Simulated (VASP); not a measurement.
# Be5Te in VASP: a series of runs

The runs below take Be5Te through single point, relaxation of cell and atoms, with PBE.

Everything below comes from runs of VASP 6.6.1. Logs are shortened: lines on timing, memory, paths and dates and some standing lists are left out, and cuts for length are marked.

**1. The cell of the first run**

The structure is trigonal, space group P321 (No. 150). The conventional cell has a = 3.926 Å, b = 3.926 Å, c = 10.853 Å, α = 90.00°, β = 90.00°, γ = 120.00°. Within 2.9 Å of Be (site symmetry 32) lie 12 Be at 2.21 to 2.27 Å. Within 2.9 Å of Be (site symmetry 1) lie 9 Be at 2.21 to 2.28 Å and 1 Te at 2.59 Å. Within 2.9 Å of Be (site symmetry 3) lie 12 Be at 2.21 to 2.27 Å. Be (site symmetry 32) has 6 Te at 2.67 Å within 3.5 Å. Te (site symmetry 3) has 6 Be at 2.59 to 2.67 Å within 3.4 Å.

**2. Single point, PBE**

INCAR

```
PREC     = Accurate       # precision mode
ENCUT    = 520            # plane-wave cutoff, eV
EDIFF    = 1E-6           # SCF threshold, eV
ISMEAR   = 0              # smearing method
SIGMA    = 0.2            # smearing width, eV
LREAL    = F              # projectors in reciprocal space
LASPH    = T              # aspherical terms in the spheres
NELM     = 60             # most SCF steps
ALGO     = Normal         # electronic algorithm
ISIF     = 2              # what is computed and relaxed
LWAVE    = F              # write WAVECAR
LCHARG   = F              # write CHGCAR
GGA      = PE             # functional
NBANDS   = 28             # bands
```

KPOINTS

```
regular mesh
0
Gamma
  5 5 2
```

POSCAR

```
Be5Te
1.0
    3.9263429251      0.0000000000      0.0000000000
   -1.9631714626      3.4003127171      0.0000000000
    0.0000000000      0.0000000000     10.8533215894
Be Te
10 2
Direct
    0.0000000000      0.0000000000      0.0000000000
    0.0020135264      0.6690792381      0.8357452942
    0.6670657118      0.9979864736      0.8357452942
    0.6666666667      0.3333333333      0.0001470986
    0.3333333333      0.6666666667     -0.0001470986
    0.3309207619      0.3329342882      0.8357452942
    0.9979864736      0.6670657118      0.1642547058
    0.3329342882      0.3309207619      0.1642547058
    0.6690792381      0.0020135264      0.1642547058
    0.0000000000      0.0000000000      0.5000000000
    0.6666666667      0.3333333333      0.6300200539
    0.3333333333      0.6666666667      0.3699799461
```

Potentials or basis: VASP PAW PBE potentials, release 64 (Be, Te).

Command:

```console
$ cat potpaw_PBE.64/Be/POTCAR potpaw_PBE.64/Te/POTCAR > POTCAR
$ mpirun -np 1 vasp_std > vasp.out
```

OUTCAR:

```text
PREC = Accurate
   ENCUT = 520
   EDIFF = 1E-6
   ISMEAR = 0
   LREAL = F
   LASPH = T
   NELM = 60
   ISIF = 2
   GGA = PE

 ion  position               nearest neighbor table
   1  0.000  0.000  0.000-   3 2.21   7 2.21   8 2.21   6 2.21   9 2.21   2 2.21   4 2.27   5 2.27
                             4 2.27   5 2.27   4 2.27   5 2.27
   2  0.002  0.669  0.836-   1 2.21   5 2.21   4 2.22   6 2.26   3 2.26   3 2.26   6 2.26   6 2.28
                             3 2.28  11 2.59
   3  0.667  0.998  0.836-   1 2.21   5 2.21   4 2.22   6 2.26   2 2.26   2 2.26   6 2.26   2 2.28
                             6 2.28  11 2.59
   4  0.667  0.333  0.000-   9 2.21   7 2.21   8 2.21   2 2.22   6 2.22   3 2.22   1 2.27   1 2.27
                             1 2.27   5 2.27   5 2.27   5 2.27
   5  0.333  0.667  1.000-   2 2.21   3 2.21   6 2.21   9 2.22   7 2.22   8 2.22   1 2.27   1 2.27
                             1 2.27   4 2.27   4 2.27   4 2.27
   6  0.331  0.333  0.836-   1 2.21   5 2.21   4 2.22   3 2.26   2 2.26   3 2.26   2 2.26   2 2.28
                             3 2.28  11 2.59
   7  0.998  0.667  0.164-   1 2.21   4 2.21   5 2.22   8 2.26   9 2.26   8 2.26   9 2.26   9 2.28
                             8 2.28  12 2.59
   8  0.333  0.331  0.164-   1 2.21   4 2.21   5 2.22   9 2.26   7 2.26   7 2.26   9 2.26   9 2.28
                             7 2.28  12 2.59
   9  0.669  0.002  0.164-   1 2.21   4 2.21   5 2.22   8 2.26   7 2.26   7 2.26   8 2.26   7 2.28
                             8 2.28  12 2.59
  10  0.000  0.000  0.500-  11 2.67  12 2.67  11 2.67  12 2.67  11 2.67  12 2.67
  11  0.667  0.333  0.630-   2 2.59   6 2.59   3 2.59  10 2.67  10 2.67  10 2.67  12 3.62  12 3.62
                            12 3.62
  12  0.333  0.667  0.370-   9 2.59   7 2.59   8 2.59  10 2.67  10 2.67  10 2.67  11 3.62  11 3.62
                            11 3.62

  LATTYP: Found a hexagonal cell.
 ALAT       =     3.9263429251
 C/A-ratio  =     2.7642317027

  Lattice vectors:

 A1 = (   3.9263429251,   0.0000000000,   0.0000000000)
 A2 = (  -1.9631714626,   3.4003127171,   0.0000000000)
 A3 = (   0.0000000000,   0.0000000000,  10.8533215894)

Analysis of symmetry for initial positions (statically):
=====================================================================
 Subroutine PRICEL returns:
 Original cell was already a primitive cell.

 Routine SETGRP: Setting up the symmetry group for a
 hexagonal supercell.

 Subroutine GETGRP returns: Found  6 space group operations
 (whereof  6 operations were pure point group operations)
 out of a pool of 24 trial point group operations.

[... 132 lines left out ...]
   EMIN   =  10.00;   EMAX   =-10.00  energy-range for DOS
   EFERMI =   0.00;   METHOD = LEGACY
   ISMEAR =     0;   SIGMA  =   0.20  broadening in eV -4-tet -1-fermi 0-gaus
   EFERMI_NEDOS =   21; number of points for ismear=-14 and -15
   IALGO  =     38    algorithm
   IMIX   =      4    mixing-type and parameters
     AMIX     =   0.40;   BMIX     =  1.00
     AMIX_MAG =   1.60;   BMIX_MAG =  1.00
  volume/ion in A,a.u.               =      12.08        81.49
  Fermi-wavevector in a.u.,A,eV,Ry     =   0.989544  1.869966 13.322776  0.979196
  Thomas-Fermi vector in A             =   2.121150
   LORBIT       =      0    0 simple, 1 ext, 2 COOP (PROOUT), +10 PAW based schemes
   GGA     = PE    functional components
   LHFCALC =     F    Hartree Fock is set to
   AEXX    =    0.0000 exact exchange contribution
   IVDW    =     0    specifies the selected vdW correction
   LEPSILON=     F    determine dielectric tensor
   LRPA    =     F    only Hartree local field effects (RPA)
 non-spin polarized calculation
 Gauss-broadening in eV      SIGMA  =   0.20
  energy-cutoff  :      520.00
  volume of cell :      144.90
 maximum number of plane-waves:      3952
 NGX is ok and might be reduce to    30
   NGX = 15   NGY = 15   NGZ = 41

 number of electron      32.0000000 magnetization

 Free energy of the ion-electron system (eV)
  ---------------------------------------------------
  ext. energy  EPLUGINS =         0.00000000
  ---------------------------------------------------
  free energy    TOTEN  =       -42.14809694 eV

  energy without entropy =      -42.12176813  energy(sigma->0) =      -42.13493253

 E-fermi :   6.6946     XC(G=0): -10.1110

 val. band max:        6.6032320398   @ k =   0.2000  -0.0000   0.0000
 cond. band min:       6.7868915675   @ k =   0.0000   0.0000   0.5000
 fundamental gap:      0.1836595277
 Fermi energy:         6.6945553232

 k-point     1 :       0.0000    0.0000    0.0000
  band No.  band energies     occupation
      1      -6.5485      2.00000
      2      -5.4504      2.00000
      3      -3.5269      2.00000
      4      -1.1291      2.00000
      5      -0.0353      2.00000
      6       3.2774      2.00000
[... 299 lines left out ...]
     27      13.5516      0.00000
     28      13.9115      0.00000

------------------------ aborting loop because EDIFF is reached ----------------------------------------

  FORCE on cell =-STRESS in cart. coord.  units (eV):
  Direction    XX          YY          ZZ          XY          YZ          ZX
  --------------------------------------------------------------------------------------
  -------------------------------------------------------------------------------------
  Total       -0.0828353     -0.0828353     -0.2772730      0.0000000      0.0000000      0.0000000
  in kB       -0.9159171     -0.9159171     -3.0658320      0.0000000      0.0000000      0.0000000
  external PRESSURE =      -1.6325554 kB  Pullay stress =       0.0000000 kB

 VOLUME and BASIS-vectors are now :
 -----------------------------------------------------------------------------
  energy-cutoff  :      520.00
  volume of cell :      144.90
      direct lattice vectors                 reciprocal lattice vectors
     3.926342925  0.000000000  0.000000000     0.254689929  0.147045299  0.000000000
    -1.963171463  3.400312717  0.000000000     0.000000000  0.294090598  0.000000000
     0.000000000  0.000000000 10.853321589     0.000000000  0.000000000  0.092137692

 POSITION                                       TOTAL-FORCE (eV/Angst)
 -----------------------------------------------------------------------------------
      0.00000      0.00000      0.00000        -0.000000      0.000000      0.000000
     -1.30561      2.27508      9.07061         0.000503      0.017590     -0.001141
      0.65991      3.39347      9.07061         0.014982     -0.009231     -0.001141
      1.96317      1.13344      0.00160        -0.000000      0.000000     -0.012661
     -0.00000      2.26688     10.85173        -0.000000      0.000000      0.012661
      0.64570      1.13208      9.07061        -0.015485     -0.008359     -0.001141
      2.60887      2.26823      1.78271        -0.015485      0.008359      0.001141
      0.65756      1.12523      1.78271         0.000503     -0.017590      0.001141
      2.62308      0.00685      1.78271         0.014982      0.009231      0.001141
      0.00000      0.00000      5.42666        -0.000000      0.000000      0.000000
      1.96317      1.13344      6.83781        -0.000000      0.000000      0.017005
     -0.00000      2.26688      4.01551        -0.000000      0.000000     -0.017005
 -----------------------------------------------------------------------------------
    total drift:                                0.000000      0.000000     -0.000000

  FREE ENERGIE OF THE ION-ELECTRON SYSTEM (eV)
  ---------------------------------------------------
  free  energy   TOTEN  =       -42.1480969360 eV

  energy  without entropy=      -42.1217681288  energy(sigma->0) =      -42.13493253
```

stdout:

```text
POSCAR found type information on POSCAR BeTe
 POSCAR found :  2 types and      12 ions
 scaLAPACK will be used
 LDA part: xc-table for (Slater+PW92), standard interpolation
 POSCAR, INCAR and KPOINTS ok, starting setup
 FFT: planning ... GRIDC
 FFT: planning ... GRID_SOFT
 FFT: planning ... GRID
 WAVECAR not read
 entering main loop
```

Run time: 29 s. Hardware: 1 thread of Intel Xeon 6975P-C (Granite Rapids), shared host; peak memory 0.26 GiB.

What came out:

* Free energy: -42.1481 eV
* Pressure: -0.2 GPa
* Largest force: 0.018 eV/Å
* Band gap on the k mesh: zero (band 16 reaches 6.97 eV, above the bottom of band 17 at 6.02 eV)

Forces in eV/Å, atoms in the order of the input:
```
Be   0.000  0.000  0.000
Be   0.001  0.018 -0.001
Be   0.015 -0.009 -0.001
Be   0.000  0.000 -0.013
Be   0.000  0.000  0.013
Be  -0.015 -0.008 -0.001
Be  -0.015  0.008  0.001
Be   0.001 -0.018  0.001
Be   0.015  0.009  0.001
Be   0.000  0.000  0.000
Te   0.000  0.000  0.017
Te   0.000  0.000 -0.017
```

Levels at points of the mesh, in eV from the Fermi level:
| k point | band 13 | band 14 | band 15 | band 16 | band 17 | band 18 | band 19 | band 20 |
| --- | --- | --- | --- | --- | --- | --- | --- | --- |
| (0.00, 0.00, 0.00) | -0.68 | -0.63 | -0.63 | -0.40 | 0.09 | 0.12 | 0.40 | 1.01 |
| (0.00, 0.00, 0.50) | -0.68 | -0.68 | -0.59 | -0.41 | 0.09 | 0.13 | 1.20 | 1.20 |

Caveat: the k points lie up to 0.37 Å⁻¹ apart; spin-orbit coupling is left out, which moves the levels of the heavy elements.

**3. Single point, PBE**

This run uses another cell than the first one, of 12.05 Å³/atom, 0.998 times its volume.

INCAR

```
SYSTEM = Be5Te
PREC = Accurate ; ENCUT = 520
EDIFF = 1E-6 ; ISMEAR = 0
SIGMA = 0.2 ; LREAL = .FALSE.
LASPH = .TRUE. ; NELM = 80
ALGO = Fast ; ISIF = 2
LWAVE = .FALSE. ; LCHARG = .FALSE.
GGA = PE ; NBANDS = 28
```

KPOINTS

```
regular mesh
0
G
  6 6 2
  0 0 0
```

POSCAR

```
Be5Te
1.0
    3.9296811472      0.0000000000      0.0000000000
   -1.9648405736      3.4032037022      0.0000000000
    0.0000000000      0.0000000000     10.8111876711
Be Te
10 2
Direct
    0.0000000000      0.0000000000      1.0000000000
    0.0035901543      0.6704353453      0.8362260186
    0.6668451910      0.9964098457      0.8362260186
    0.6666666667      0.3333333333      0.0001970413
    0.3333333333      0.6666666667      0.9998029587
    0.3295646547      0.3331548090      0.8362260186
    0.9964098457      0.6668451910      0.1637739814
    0.3331548090      0.3295646547      0.1637739814
    0.6704353453      0.0035901543      0.1637739814
    0.0000000000      0.0000000000      0.5000000000
    0.6666666667      0.3333333333      0.6300392143
    0.3333333333      0.6666666667      0.3699607857
```

Potentials or basis: VASP PAW PBE potentials, release 64 (Be, Te).

Command:

```console
$ cat potpaw_PBE.64/Be/POTCAR potpaw_PBE.64/Te/POTCAR > POTCAR
$ mpirun -np 1 vasp_std > vasp.out
```

OUTCAR:

```text
SYSTEM = Be5Te
   PREC = Accurate
   ENCUT = 520
   EDIFF = 1E-6
   ISMEAR = 0
   LREAL = .FALSE.
   LASPH = .TRUE.
   NELM = 80
   ISIF = 2
   GGA = PE

 ion  position               nearest neighbor table
   1  0.000  0.000  0.000-   6 2.20   7 2.20   2 2.20   8 2.20   9 2.20   3 2.20   4 2.27   5 2.27
                             5 2.27   4 2.27   4 2.27   5 2.27
   2  0.004  0.670  0.836-   5 2.20   1 2.20   4 2.21   6 2.26   3 2.26   6 2.26   3 2.26   3 2.29
                             6 2.29  11 2.59
[... 667 lines left out ...]
 -----------------------------------------------------------------------------
  energy-cutoff  :      520.00
  volume of cell :      144.58
      direct lattice vectors                 reciprocal lattice vectors
     3.929681147  0.000000000  0.000000000     0.254473572  0.146920386  0.000000000
    -1.964840574  3.403203702  0.000000000     0.000000000  0.293840771  0.000000000
     0.000000000  0.000000000 10.811187671     0.000000000  0.000000000  0.092496776

 POSITION                                       TOTAL-FORCE (eV/Angst)
 -----------------------------------------------------------------------------------
      0.00000      0.00000      0.00000         0.000000      0.000000     -0.000000
     -1.30319      2.28163      9.04060        -0.018462     -0.063282     -0.043028
      0.66270      3.39099      9.04060        -0.045573      0.047629     -0.043028
      1.96484      1.13440      0.00213         0.000000      0.000000     -0.067852
     -0.00000      2.26880     10.80906         0.000000      0.000000      0.067852
      0.64049      1.13379      9.04060         0.064035      0.015653     -0.043028
      2.60533      2.26941      1.77059         0.064035     -0.015653      0.043028
      0.66165      1.12158      1.77059        -0.018462      0.063282      0.043028
      2.62754      0.01222      1.77059        -0.045573     -0.047629      0.043028
      0.00000      0.00000      5.40559         0.000000      0.000000     -0.000000
      1.96484      1.13440      6.81147         0.000000      0.000000      0.028144
     -0.00000      2.26880      3.99972         0.000000      0.000000     -0.028144
 -----------------------------------------------------------------------------------
    total drift:                                0.000000      0.000000     -0.000000

  FREE ENERGIE OF THE ION-ELECTRON SYSTEM (eV)
  ---------------------------------------------------
  free  energy   TOTEN  =       -42.1136294300 eV

  energy  without entropy=      -42.0738093690  energy(sigma->0) =      -42.09371940
```

Run time: 38 s. Hardware: 1 thread of Intel Xeon 6975P-C (Granite Rapids), shared host; peak memory 0.27 GiB.

What came out:

* Free energy: -42.1136 eV
* Pressure: 0.1 GPa
* Largest force: 0.079 eV/Å
* Band gap on the k mesh: zero (band 16 reaches 7.68 eV, above the bottom of band 17 at 5.80 eV)

Forces in eV/Å, atoms in the order of the input:
```
Be   0.000  0.000  0.000
Be  -0.018 -0.063 -0.043
Be  -0.046  0.048 -0.043
Be   0.000  0.000 -0.068
Be   0.000  0.000  0.068
Be   0.064  0.016 -0.043
Be   0.064 -0.016  0.043
Be  -0.018  0.063  0.043
Be  -0.046 -0.048  0.043
Be   0.000  0.000  0.000
Te   0.000  0.000  0.028
Te   0.000  0.000 -0.028
```

Caveat: spin-orbit coupling is left out, which moves the levels of the heavy elements.

**4. Single point, PBE**

This run uses another cell than the first one, of 12.03 Å³/atom, 0.997 times its volume.

INCAR

```
  PREC = Accurate
  ENCUT = 520
  EDIFF = 1E-7
  ISMEAR = 0
  SIGMA = 0.2
  LREAL = False
  LASPH = True
  NELM = 60
  ALGO = Fast
  ISIF = 2
  LWAVE = False
  LCHARG = False
  GGA = PE
  NBANDS = 28
```

KPOINTS

```
regular mesh
0
Gamma
  6 6 2
```

POSCAR

```
Be5Te
1.0
    3.9188048316     -0.0000401451     -0.0000943236
   -1.9594312680      3.3943219084     -0.0018557591
   -0.0005574163     -0.0059561594     10.8568836315
Be Te
10 2
Direct
   -0.0001969570     -0.0000737080      1.0000060037
    0.0015462155      0.6667868269      0.8357155611
    0.6651360091      0.9974859031      0.8356649668
    0.6665800010      0.3331877064     -0.0005621144
    0.3332938172      0.6666497667      1.0006137837
    0.3323057024      0.3338194380      0.8357509049
    0.9982966724      0.6661389877      0.1642381752
    0.3345104825      0.3331272127      0.1643398324
    0.6674705025      0.0022657630      0.1643973343
    0.0003503929     -0.0000345338      0.4999476887
    0.6671330563      0.3332057459      0.6298740961
    0.3335741052      0.6674408914      0.3700137677
```

Command:

```console
$ cat potpaw_PBE.64/Be/POTCAR potpaw_PBE.64/Te/POTCAR > POTCAR
$ mpirun -np 1 vasp_std > vasp.out
```

Run time: 2.3 min. Hardware: 1 thread of Intel Xeon 6975P-C (Granite Rapids), shared host; peak memory 0.33 GiB.

It converged, with:

```
Free energy            : -42.1193 eV
Pressure               : 0.2 GPa
Largest force          : 0.020 eV/Å
Band gap on the k mesh : zero (band 16 reaches 7.63 eV, above the bottom of band 17 at 5.76 eV)
```

Forces in eV/Å, atoms in the order of the input:
```
Be   0.001  0.001  0.001
Be   0.002  0.007  0.004
Be   0.005 -0.004  0.005
Be  -0.001  0.001  0.018
Be   0.000 -0.001 -0.020
Be  -0.009  0.000  0.002
Be  -0.008 -0.001 -0.003
Be   0.005 -0.009 -0.009
Be   0.005  0.009 -0.009
Be  -0.002  0.003  0.003
Te  -0.002 -0.002 -0.006
Te   0.003 -0.004  0.012
```

Stress tensor (GPa, compression positive):
```
0.12 0.00 0.01
0.00 0.10 0.02
0.01 0.02 0.25
```

Levels at points of the mesh, in eV from the Fermi level:
```
           k point  band 12  band 13  band 14  band 15  band 16  band 17  band 18  band 19  band 20  band 21
(0.00, 0.00, 0.00)    -0.53    -0.53    -0.47    -0.46    -0.26     0.28     0.31     0.53     1.17     1.17
(0.50, 0.00, 0.00)    -2.89    -2.63    -2.17    -1.01    -0.49     0.67     1.50     1.96     2.80     2.96
(0.50, 0.50, 0.00)    -2.88    -2.63    -2.17    -1.01    -0.50     0.67     1.50     1.96     2.80     2.96
(0.00, 0.50, 0.00)    -2.89    -2.63    -2.17    -1.01    -0.49     0.68     1.49     1.95     2.80     2.97
(0.00, 0.00, 0.50)    -0.53    -0.52    -0.51    -0.45    -0.28     0.28     0.32     1.35     1.36     1.57
(0.50, 0.00, 0.50)    -2.76    -2.24    -2.12    -1.03    -0.95    -0.81     1.97     2.19     2.21     3.37
(0.50, 0.50, 0.50)    -2.77    -2.24    -2.12    -1.03    -0.95    -0.80     1.97     2.19     2.22     3.37
(0.00, 0.50, 0.50)    -2.77    -2.24    -2.12    -1.03    -0.95    -0.80     1.97     2.20     2.21     3.37
```

Caveat: spin-orbit coupling is left out, which moves the levels of the heavy elements.

(Continued in part 2 of 2.)
